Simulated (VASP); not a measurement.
Crystal: Si3Cl2.

```
Si Cl
1.0
     4.12139    0.00000    0.00000
    -2.06070    3.56923    0.00000
     0.00000    0.00000    6.41222
Si Cl
3 2
Direct
  0.00000 0.00000 0.00000
  0.33333 0.66667 0.64500
  0.66667 0.33333 0.35500
  0.33333 0.66667 0.24500
  0.66667 0.33333 0.75500
```

* Program: VASP 6.6.1
* Task: relaxation of cell and atoms
* Functional: PBE
* Potentials or basis: VASP PAW PBE potentials, release 64 (Si, Cl)
* Cutoff: 600 eV
* k mesh: 6 × 6 × 4
* Occupations: gaussian, width 0.1 eV
* Spin: no spin polarisation

At the start: pressure 11.6 GPa; volume 18.87 Å³/atom.

Problem. Where does the relaxation end?

Solution. Over 40 steps the energy falls by 1342.2 meV/atom and the volume is 27.45 Å³/atom (+45.5 %); space group P-3m1 (No. 164, to 0.05 Å).

The path:
| step | energy change (eV) | largest force (eV/Å) | pressure (GPa) | volume (Å³) |
| --- | --- | --- | --- | --- |
| 1 | 0.0000 | 2.4230 | 11.59 | 94.33 |
| 2 | -1.1522 | 1.6220 | 0.51 | 114.20 |
| 3 | -1.2394 | 1.3275 | -1.86 | 122.08 |
| 4 | -1.5185 | 1.3412 | -2.16 | 119.76 |
| 5 | -2.2526 | 1.5203 | -2.12 | 112.93 |
| 6 | -1.6569 | 2.4196 | 7.29 | 99.93 |
| 7 | -2.4213 | 1.8787 | -0.61 | 108.70 |
| 8 | -2.6650 | 2.2331 | 0.29 | 106.09 |
| 9 | -3.1813 | 2.5940 | 6.73 | 98.51 |
| 10 | -0.5847 | 3.2495 | 34.20 | 84.40 |
| 11 | -3.1902 | 2.4826 | 8.28 | 97.15 |
| 12 | -3.3483 | 2.2732 | 8.85 | 97.39 |
| 13 | -3.6702 | 1.8476 | 10.45 | 98.14 |
| 14 | -3.5223 | 2.1089 | 12.69 | 99.63 |
| 15 | -3.7138 | 1.9815 | 11.60 | 98.77 |
| 16 | -4.0215 | 1.7685 | 8.66 | 102.83 |
| 17 | -4.5500 | 1.2400 | 2.00 | 115.67 |
| 18 | -4.2727 | 0.4552 | -4.72 | 144.41 |
| 19 | -4.6145 | 0.8697 | -1.78 | 126.47 |
| 20 | -4.6263 | 0.9691 | -0.91 | 123.55 |
| 21 | -4.8035 | 0.9416 | -0.93 | 124.44 |
| 22 | -5.3409 | 0.8511 | -0.96 | 126.75 |
| 23 | -6.2583 | 0.5542 | -0.74 | 129.78 |
| 24 | -6.0875 | 0.8157 | 3.90 | 130.07 |
| 25 | -6.6368 | 0.1330 | 0.18 | 130.76 |
| 26 | -6.6484 | 0.1475 | 0.65 | 130.83 |
| 27 | -6.6492 | 0.1435 | 0.52 | 130.82 |
| 28 | -6.6597 | 0.1629 | -0.13 | 133.17 |
| 29 | -6.6627 | 0.2103 | -0.71 | 135.45 |
| 30 | -6.6677 | 0.2017 | -0.67 | 135.79 |
| 31 | -6.6801 | 0.1745 | -0.54 | 136.80 |
| 32 | -6.6933 | 0.1508 | -0.31 | 138.78 |
| 33 | -6.6943 | 0.1454 | -0.25 | 139.36 |
| 34 | -6.6994 | 0.1357 | -0.10 | 138.87 |
| 35 | -6.7055 | 0.1031 | 0.25 | 137.67 |
| 36 | -6.7056 | 0.0961 | 0.31 | 137.46 |
| 37 | -6.7078 | 0.0680 | -0.18 | 138.33 |
| 38 | -6.7079 | 0.0710 | -0.09 | 138.19 |
| 39 | -6.7090 | 0.0617 | -0.09 | 137.96 |
| 40 | -6.7108 | 0.0316 | -0.06 | 137.25 |

Final structure:
```
Si Cl
1.0
     3.86607    0.00000    0.00000
    -1.93303    3.34811    0.00000
     0.00000    0.00000   10.60364
Si Cl
3 2
Direct
  0.00000 0.00000 0.00000
  0.33333 0.66667 0.52172
  0.66667 0.33333 0.47828
  0.33333 0.66667 0.13352
  0.66667 0.33333 0.86648
```

Caveat: the volume moved by over 15 % at a fixed basis, so the end points are rough.
